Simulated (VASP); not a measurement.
# C (P6_522) in VASP: notebook, part 2 of 2

VASP 6.6.1.

**3. Relaxation of cell and atoms, PBE**

Input file INCAR:

```
  ALGO = Normal
  EDIFF = 1E-7
  EDIFFG = -0.01
  ENCUT = 600
  GGA = PE
  IBRION = 2
  ISIF = 3
  ISMEAR = 0
  LASPH = True
  LCHARG = False
  LREAL = False
  LWAVE = False
  NELM = 100
  NSW = 100
  PREC = Accurate
  SIGMA = 0.02
```

Input file KPOINTS:

```
k-points
0
Gamma
  6 6 8
```

Input file POSCAR:

```
C
1.0
    4.9191253988      0.0000000000      0.0000000000
   -2.4595626994      4.2600875598      0.0000000000
    0.0000000000      0.0000000000      3.4369037563
C
12
Direct
    0.2893237508      0.0000000000      0.0000000000
    0.0000000000      0.2893237508      0.6666666667
    0.7106762492      0.7106762492      0.3333333333
    0.7106762492      0.0000000000      0.5000000000
    0.0000000000      0.7106762492      0.1666666667
    0.2893237508      0.2893237508      0.8333333333
    0.4088063401      0.8176126801      0.7500000000
    0.1823873199      0.5911936599      0.4166666667
    0.4088063401      0.5911936599      0.0833333333
    0.5911936599      0.1823873199      0.2500000000
    0.8176126801      0.4088063401      0.9166666667
    0.5911936599      0.4088063401      0.5833333333
```

Potentials or basis: VASP PAW PBE potentials, release 64 (C).

Started as:

```console
$ cat potpaw_PBE.64/C/POTCAR > POTCAR
$ mpirun -np 1 vasp_std > vasp.out
```

OUTCAR:

```text
EDIFF = 1E-7
   EDIFFG = -0.01
   ENCUT = 600
   GGA = PE
   IBRION = 2
   ISIF = 3
   ISMEAR = 0
   LASPH = True
   LREAL = False
   NELM = 100
   NSW = 100
   PREC = Accurate

 ion  position               nearest neighbor table
   1  0.289  0.000  0.000-   5 1.53   6 1.53  10 1.55   7 1.55
   2  0.000  0.289  0.667-   6 1.53   4 1.53   8 1.55  11 1.55
   3  0.711  0.711  0.333-   5 1.53   4 1.53   9 1.55  12 1.55
   4  0.711  0.000  0.500-   2 1.53   3 1.53   7 1.55  10 1.55
   5  0.000  0.711  0.167-   3 1.53   1 1.53  11 1.55   8 1.55
   6  0.289  0.289  0.833-   2 1.53   1 1.53  12 1.55   9 1.55
   7  0.409  0.818  0.750-   4 1.55   1 1.55   8 1.60   9 1.60
   8  0.182  0.591  0.417-   2 1.55   5 1.55   7 1.60   9 1.60
   9  0.409  0.591  0.083-   3 1.55   6 1.55   7 1.60   8 1.60
[... 1051 lines left out ...]
      direct lattice vectors                 reciprocal lattice vectors
     4.919125399  0.000000000  0.000000000     0.203288170  0.117368480  0.000000000
    -2.459562699  4.260087560  0.000000000     0.000000000  0.234736959  0.000000000
     0.000000000  0.000000000  3.436903756     0.000000000  0.000000000  0.290959559

 POSITION                                       TOTAL-FORCE (eV/Angst)
 -----------------------------------------------------------------------------------
      1.42322      0.00000      0.00000        -0.006176      0.000000     -0.000000
     -0.71161      1.23254      2.29127         0.003088     -0.005349      0.000000
      1.74795      3.02754      1.14563         0.003088      0.005349      0.000000
      3.49591      0.00000      1.71845         0.006176      0.000000     -0.000000
     -1.74795      3.02754      0.57282        -0.003088      0.005349     -0.000000
      0.71161      1.23254      2.86409        -0.003088     -0.005349      0.000000
      0.00000      3.48310      2.57768        -0.000000      0.002920     -0.000000
     -0.55689      2.51854      1.43204        -0.002528     -0.001460     -0.000000
      0.55689      2.51854      0.28641         0.002528     -0.001460     -0.000000
      2.45956      0.77699      0.85923        -0.000000     -0.002920     -0.000000
      3.01645      1.74155      3.15050         0.002528      0.001460     -0.000000
      1.90267      1.74155      2.00486        -0.002528      0.001460     -0.000000
 -----------------------------------------------------------------------------------
    total drift:                               -0.000000      0.000000      0.000000

  FREE ENERGIE OF THE ION-ELECTRON SYSTEM (eV)
  ---------------------------------------------------
  free  energy   TOTEN  =      -104.4918282118 eV

  energy  without entropy=     -104.4918282118  energy(sigma->0) =     -104.49182821

 reached required accuracy - stopping structural energy minimisation
```

OSZICAR:

```text
N       E                     dE             d eps       ncg     rms          rms(c)
DAV:   1     0.177246047659E+03    0.17725E+03   -0.28214E+04  2170   0.169E+03
DAV:   2    -0.974383073346E+02   -0.27468E+03   -0.26110E+03  2914   0.297E+02
DAV:   3    -0.107807087277E+03   -0.10369E+02   -0.10287E+02  2660   0.581E+01
DAV:   4    -0.107999885306E+03   -0.19280E+00   -0.19231E+00  2860   0.820E+00
DAV:   5    -0.108004068035E+03   -0.41827E-02   -0.41810E-02  2648   0.119E+00    0.129E+01
DAV:   6    -0.105350261391E+03    0.26538E+01   -0.20683E+00  2604   0.744E+00    0.768E+00
DAV:   7    -0.104480925260E+03    0.86934E+00   -0.23846E+00  2527   0.813E+00    0.175E+00
DAV:   8    -0.104491374930E+03   -0.10450E-01   -0.94398E-02  2649   0.180E+00    0.114E-01
DAV:   9    -0.104491580797E+03   -0.20587E-03   -0.40589E-03  2766   0.374E-01    0.693E-02
DAV:  10    -0.104491776786E+03   -0.19599E-03   -0.40765E-04  2640   0.122E-01    0.299E-02
DAV:  11    -0.104491825887E+03   -0.49102E-04   -0.62818E-05  2725   0.488E-02    0.569E-03
DAV:  12    -0.104491827826E+03   -0.19392E-05   -0.29489E-06  2765   0.111E-02    0.315E-03
DAV:  13    -0.104491828231E+03   -0.40494E-06   -0.14030E-06  2749   0.702E-03    0.773E-04
DAV:  14    -0.104491828212E+03    0.19643E-07   -0.61677E-08  1813   0.184E-03
   1 F= -.10449183E+03 E0= -.10449183E+03  d E =-.104492E+03
```

Run time: 84 s. Hardware: 1 thread of Intel Xeon Platinum 8488C (Sapphire Rapids), shared host; peak memory 0.22 GiB.

What came out:

- Free energy: -104.4918 eV
- Pressure after relaxing: 0.1 GPa
- Largest force after relaxing: 0.006 eV/Å
- Band gap on the k mesh: 4.27 eV, indirect (least direct gap 4.75 eV)

Forces in eV/Å, atoms in the order of the input:
```
C   -0.006  0.000  0.000
C    0.003 -0.005  0.000
C    0.003  0.005  0.000
C    0.006  0.000  0.000
C   -0.003  0.005  0.000
C   -0.003 -0.005  0.000
C    0.000  0.003  0.000
C   -0.003 -0.001  0.000
C    0.003 -0.001  0.000
C    0.000 -0.003  0.000
C    0.003  0.001  0.000
C   -0.003  0.001  0.000
```

Final structure:
```yaml
crystal:
  lattice:
    - [4.91913, 0.00000, 0.00000]
    - [-2.45956, 4.26009, 0.00000]
    - [0.00000, 0.00000, 3.43690]
  atoms:
    - { symbol: C, position: [0.28932, 0.00000, 0.00000] }
    - { symbol: C, position: [0.00000, 0.28932, 0.66667] }
    - { symbol: C, position: [0.71068, 0.71068, 0.33333] }
    - { symbol: C, position: [0.71068, 0.00000, 0.50000] }
    - { symbol: C, position: [0.00000, 0.71068, 0.16667] }
    - { symbol: C, position: [0.28932, 0.28932, 0.83333] }
    - { symbol: C, position: [0.40881, 0.81761, 0.75000] }
    - { symbol: C, position: [0.18239, 0.59119, 0.41667] }
    - { symbol: C, position: [0.40881, 0.59119, 0.08333] }
    - { symbol: C, position: [0.59119, 0.18239, 0.25000] }
    - { symbol: C, position: [0.81761, 0.40881, 0.91667] }
    - { symbol: C, position: [0.59119, 0.40881, 0.58333] }
```

Caveat: the relaxation stopped at its first step, so nothing moved.

**4. Single point, PBE**

This run uses another cell than the first one, of 5.55 Å³/atom, 0.924 times its volume.

Input file INCAR:

```
PREC     = Accurate       # precision mode
ENCUT    = 520            # plane-wave cutoff, eV
EDIFF    = 1E-6           # SCF threshold, eV
ISMEAR   = 0              # smearing method
SIGMA    = 0.1            # smearing width, eV
LREAL    = False          # projectors in reciprocal space
LASPH    = True           # aspherical terms in the spheres
NELM     = 100            # most SCF steps
ALGO     = Normal         # electronic algorithm
ISIF     = 2              # what is computed and relaxed
LWAVE    = False          # write WAVECAR
LCHARG   = True           # write CHGCAR
GGA      = PE             # functional
LELF     = True           # ELF
LVHAR    = True         
NBANDS   = 36             # bands
```

Input file KPOINTS:

```
regular mesh
0
Gamma
  6 6 6
```

Input file POSCAR:

```
C
1.0
    4.8359043000      0.0000000000      0.0000000000
   -2.4179521500      4.1880159700      0.0000000000
    0.0000000000      0.0000000000      3.2861402800
C
12
Direct
    0.2898411700      0.0000000000      0.0000000000
    0.0000000000      0.2898411700      0.6666666700
    0.7101588300      0.7101588300      0.3333333300
    0.7101588300      0.0000000000      0.5000000000
    0.0000000000      0.7101588300      0.1666666700
    0.2898411700      0.2898411700      0.8333333300
    0.4082289600      0.8164579300      0.7500000000
    0.1835420700      0.5917710400      0.4166666700
    0.4082289600      0.5917710400      0.0833333300
    0.5917710400      0.1835420700      0.2500000000
    0.8164579300      0.4082289600      0.9166666700
    0.5917710400      0.4082289600      0.5833333300
```

Started as:

```console
$ cat potpaw_PBE.64/C/POTCAR > POTCAR
$ mpirun -np 1 vasp_std > vasp.out
```

Wall time 44 s (1 thread of Intel Xeon Platinum 8488C (Sapphire Rapids), shared host); peak memory 0.19 GiB.

It converged, with:

* Free energy: -103.7760 eV
* Pressure: 36.9 GPa
* Largest force: 0.627 eV/Å
* Band gap on the k mesh: 4.68 eV, indirect (least direct gap 4.90 eV)

Forces on the atoms (eV/Å):
```
C   -0.627  0.000  0.000
C    0.314 -0.543  0.000
C    0.314  0.543  0.000
C    0.627  0.000  0.000
C   -0.314  0.543  0.000
C   -0.314 -0.543  0.000
C    0.000  0.300  0.000
C   -0.260 -0.150  0.000
C    0.260 -0.150  0.000
C    0.000 -0.300  0.000
C    0.260  0.150  0.000
C   -0.260  0.150  0.000
```

Stress tensor (GPa, compression positive):
```
30.50  0.00  0.00
 0.00 30.50  0.00
 0.00  0.00 49.79
```

Levels at points of the mesh, in eV from the valence-band top:
| k point | band 21 | band 22 | band 23 | band 24 | band 25 | band 26 | band 27 | band 28 |
| --- | --- | --- | --- | --- | --- | --- | --- | --- |
| (0.00, 0.00, 0.00) | -3.34 | -1.83 | -1.83 | -1.46 | 5.63 | 5.97 | 5.97 | 6.43 |
| (0.50, 0.00, 0.00) | -2.77 | -2.07 | -1.58 | -1.01 | 5.47 | 5.71 | 6.96 | 7.29 |
| (0.00, 0.00, 0.50) | -1.63 | -1.63 | 0.00 | 0.00 | 5.43 | 5.43 | 8.19 | 8.19 |
| (0.50, 0.00, 0.50) | -2.21 | -2.21 | -0.76 | -0.76 | 6.41 | 6.41 | 8.08 | 8.08 |

**5. Overview**

```tsv
task	cell	k mesh	cutoff (eV)	smearing	gap on the mesh (eV)	pressure (GPa)	largest force (eV/Å)
single point	a = 4.919, b = 4.919, c = 3.437 Å, angles 90.0, 90.0, 120.0°, 12 atoms	6 × 6 × 8	520	gaussian 0.02 eV	4.27	0.6	0.01
relaxation of cell and atoms	relaxed from a = 4.919, b = 4.919, c = 3.437 Å, angles 90.0, 90.0, 120.0°, 12 atoms	6 × 6 × 8	600	gaussian 0.02 eV	4.27	0.1	0.01
single point	a = 4.836, b = 4.836, c = 3.286 Å, angles 90.0, 90.0, 120.0°, 12 atoms	6 × 6 × 6	520	gaussian 0.1 eV	4.68	36.9	0.63
```

Alike in all rows: level PBE; potentials or basis VASP PAW PBE potentials, release 64 (C); no spin polarisation.

Caveats: the relaxation stopped at its first step, so nothing moved (some runs).

Total energies depend on the potentials used, so only differences within one code and one set of settings carry meaning.
